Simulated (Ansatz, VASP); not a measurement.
# RbAs8 in VASP and in Ansatz

```
CELL_PARAMETERS angstrom
7.22221 0.00000 0.00000
-3.61110 6.25462 0.00000
0.00000 0.00000 7.09061
ATOMIC_POSITIONS crystal
Rb 0.00000 0.00000 0.50000
As 0.33333 0.66667 0.10233
As 0.33701 0.16850 0.09386
As 0.83150 0.66299 0.09386
As 0.83150 0.16850 0.09386
As 0.16850 0.83150 0.90614
As 0.16850 0.33701 0.90614
As 0.66299 0.83150 0.90614
As 0.66667 0.33333 0.89767
```

Alike in both runs: functional PBE; dispersion D3(BJ); k mesh 6 × 6 × 6; occupations gaussian, width 0.1 eV; no spin polarisation.

Ansatz relaxed the structure, and its values are those at the end. VASP's run is a single point on that final structure, the one shown.

```csv
,VASP,Ansatz
version,VASP 6.6.1,Ansatz 0.2.0
potentials or method,"VASP PAW PBE potentials, release 64 (Rb_sv, As), cutoff 520 eV","scalar-relativistic, plane waves, PAW"
valence electrons in the cell,49,129
```

|  | VASP | Ansatz | Ansatz less VASP |
| --- | --- | --- | --- |
| gap on the k mesh at the Fermi level (eV) | none | none | - |
| pressure (GPa) | 0.2 | 0.0 | -0.19 |
| rms of the force components (eV/Å) | 0.037 | 0.000 | -0.0362 |

A gap of «none» marks a metal or a gap that the smearing closes. VASP's potentials hold 49 valence electrons a cell and Ansatz's 129, so a difference there can come from the potentials and not from the codes.
